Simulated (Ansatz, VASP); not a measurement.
Two plane-wave programs on RbZn2

```
Rb Zn
1.0
     4.48669    0.00000    0.00000
    -2.24334    3.88558    0.00000
     0.00000    0.00000    5.52637
Rb Zn
1 2
Direct
  0.00000 0.00000 0.00000
  0.33333 0.66667 0.50000
  0.66667 0.33333 0.50000
```

Alike in both runs: functional PBE; k mesh 6 × 6 × 6; occupations gaussian, width 0.1 eV; no spin polarisation.

Ansatz relaxed the structure, and its values are those at the end. VASP's run is a single point on that final structure, the one shown.

|  | VASP | Ansatz |
| --- | --- | --- |
| version | VASP 6.6.1 | Ansatz 0.2.0 |
| potentials or method | VASP PAW PBE potentials, release 64 (Rb_sv, Zn), cutoff 520 eV | scalar-relativistic, plane waves, PAW |
| valence electrons in the cell | 33 | 33 |

|  | VASP | Ansatz | Ansatz less VASP |
| --- | --- | --- | --- |
| gap on the k mesh at the Fermi level (eV) | none | none | - |
| pressure (GPa) | 0.0 | 0.0 | -0.07 |

A gap of «none» marks a metal or a gap that the smearing closes.
